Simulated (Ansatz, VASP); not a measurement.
**Al: VASP beside Ansatz**

```xyz
1
Lattice="2.0251 -2.0205 -0.0415 2.0251 2.0205 -0.0415 -1.9810 0.0000 2.0554" Properties=species:S:1:pos:R:3 pbc="T T T"
Al    1.0346    0.0000    0.9862
```

Alike in both runs: task single point; functional PBEsol; k mesh 24 × 24 × 26; occupations gaussian, width 0.1 eV; no spin polarisation.

|  | VASP | Ansatz |
| --- | --- | --- |
| version | VASP 6.6.1 | Ansatz 0.2.0 |
| potentials or method | VASP PAW PBE potentials, release 64 (Al), cutoff 520 eV | scalar-relativistic, plane waves, PAW |
| valence electrons in the cell | 3 | 3 |

|  | VASP | Ansatz | Ansatz less VASP |
| --- | --- | --- | --- |
| gap on the k mesh at the Fermi level (eV) | none | none | - |
| pressure (GPa) | -1.5 | -1.5 | -0.05 |

VASP's potentials were made for PBE, not for PBEsol. A gap of «none» marks a metal or a gap that the smearing closes.
